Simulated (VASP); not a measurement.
Write the native input for VASP 6.6.1 that does the following.

```
Task                   : single point
Functional             : PBE
Potentials or basis    : VASP PAW PBE potentials, release 64 (Rb_sv)
Cutoff                 : 520 eV
k mesh                 : 13 × 13 × 13
Occupations            : fermi-dirac, width 0.1 eV
Spin                   : no spin polarisation
Dipole correction      : no
Further INCAR settings : ALGO = Normal; EDIFF = 1e-06; NBANDS = 10
```

The structure of Rb lies in POSCAR:

```
Rb
1.0
   -2.8359049291      2.8359049291      2.8359049291
    2.8359049291     -2.8359049291      2.8359049291
    2.8359049291      2.8359049291     -2.8359049291
Rb
1
Direct
    0.0000000000      0.0000000000      0.0000000000
```

These files were run (other wordings do the same):

INCAR

```
ALGO     = Normal         # electronic algorithm
EDIFF    = 1E-6           # SCF threshold, eV
ENCUT    = 520            # plane-wave cutoff, eV
GGA      = PE             # functional
ISIF     = 2              # what is computed and relaxed
ISMEAR   = -1             # smearing method
LASPH    = True           # aspherical terms in the spheres
LCHARG   = True           # write CHGCAR
LELF     = True           # ELF
LREAL    = False          # projectors in reciprocal space
LVHAR    = True         
LWAVE    = False          # write WAVECAR
NBANDS   = 10             # bands
NELM     = 80             # most SCF steps
PREC     = Accurate       # precision mode
SIGMA    = 0.1            # smearing width, eV
```

KPOINTS

```
k-points
0
Gamma
  13 13 13
```

Potentials or basis: VASP PAW PBE potentials, release 64 (Rb_sv).

Command:

```sh
$ cat potpaw_PBE.64/Rb_sv/POTCAR > POTCAR
$ mpirun -np 1 vasp_std > vasp.out
```

Results of the run:

```json
{"Pressure": "0.0 GPa", "Band gap on the k mesh": "zero (an odd number of electrons rules out a gap without spin polarisation)"}
```

Wall time 77 s on 1 thread of Intel Xeon 8259CL (shared host), peak memory 0.27 GiB.
